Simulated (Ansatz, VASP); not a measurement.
**MgCd2S3 in VASP and in Ansatz**

The input INCAR:

```
  ALGO = Normal
  EDIFF = 1E-6
  ENCUT = 520
  GGA = PE
  ISIF = 2
  ISMEAR = 0
  LASPH = True
  LCHARG = False
  LREAL = False
  LWAVE = False
  NBANDS = 56
  NELM = 100
  PREC = Accurate
  SIGMA = 0.1
```

Contents of KPOINTS:

```
k-points
0
Gamma
  4 2 4
```

File POSCAR:

```
MgCd2S3
1.0
   -4.1419900257      4.1419900257      0.0000000000
    4.1419900257      4.1419900257      0.0000000000
    2.0709950128     -2.0709950128     -8.7433197068
Mg Cd S
2 4 6
Direct
    1.0000000000      0.0000000000      1.0000000000
    0.5000000000      0.5000000000      0.0000000000
    0.6638713272      0.0000000000      0.3277426543
    0.1638713272      0.5000000000      0.3277426543
    0.3361286728      0.0000000000      0.6722573457
    0.8361286728      0.5000000000      0.6722573457
    0.5000000000      0.2500000000      0.5000000000
    0.0000000000      0.7500000000      0.5000000000
    0.1725423286      0.2500000000      0.8450846573
    0.6725423286      0.7500000000      0.8450846573
    0.8274576714      0.2500000000      0.1549153427
    0.3274576714      0.7500000000      0.1549153427
```

Input for Ansatz:

```yaml
crystal:
  lattice:
    - [-4.1419900257, 4.1419900257, 0.0]
    - [4.1419900257, 4.1419900257, 0.0]
    - [2.0709950128, -2.0709950128, -8.7433197068]
  atoms:
    - { symbol: Mg, position: [1.0, 0.0, 1.0] }
    - { symbol: Mg, position: [0.5, 0.5, 0.0] }
    - { symbol: Cd, position: [0.6638713272, 0.0, 0.3277426543] }
    - { symbol: Cd, position: [0.1638713272, 0.5, 0.3277426543] }
    - { symbol: Cd, position: [0.3361286728, 0.0, 0.6722573457] }
    - { symbol: Cd, position: [0.8361286728, 0.5, 0.6722573457] }
    - { symbol: S, position: [0.5, 0.25, 0.5] }
    - { symbol: S, position: [0.0, 0.75, 0.5] }
    - { symbol: S, position: [0.1725423286, 0.25, 0.8450846573] }
    - { symbol: S, position: [0.6725423286, 0.75, 0.8450846573] }
    - { symbol: S, position: [0.8274576714, 0.25, 0.1549153427] }
    - { symbol: S, position: [0.3274576714, 0.75, 0.1549153427] }
basis:
  ecutwfc: 420
kpoints:
  mp_grid: { grid: [4, 2, 4] }
hamiltonian:
  xc: pbe
scf:
  occupations: { method: gaussian, width: 0.1 }
  lower_state_search: "off"
output:
  forces: true
  stress: true
  eigenvalues: true
```

Alike in both runs: task single point; functional PBE; k mesh 4 × 2 × 4; occupations gaussian, width 0.1 eV; no spin polarisation.

|  | VASP | Ansatz |
| --- | --- | --- |
| version | VASP 6.6.1 | Ansatz 0.2.0 |
| potentials or method | VASP PAW PBE potentials, release 64 (Mg, Cd, S), cutoff 520 eV | scalar-relativistic, plane waves, PAW |
| valence electrons in the cell | 88 | 136 |

|  | VASP | Ansatz | Ansatz less VASP |
| --- | --- | --- | --- |
| gap on the k mesh at the Fermi level (eV) | 1.66 | 1.66 | -0.002 |
| least direct gap on the mesh (eV) | 1.66 | 1.66 | -0.002 |
| pressure (GPa) | 0.2 | 0.0 | -0.16 |
| rms of the force components (eV/Å) | 0.012 | 0.003 | -0.0083 |

Atom by atom the forces differ by 0.015 eV/Å (rms over components). VASP's potentials hold 88 valence electrons a cell and Ansatz's 136, so a difference there can come from the potentials and not from the codes.

The k mesh is coarse, so the values compare programs but aren't converged.
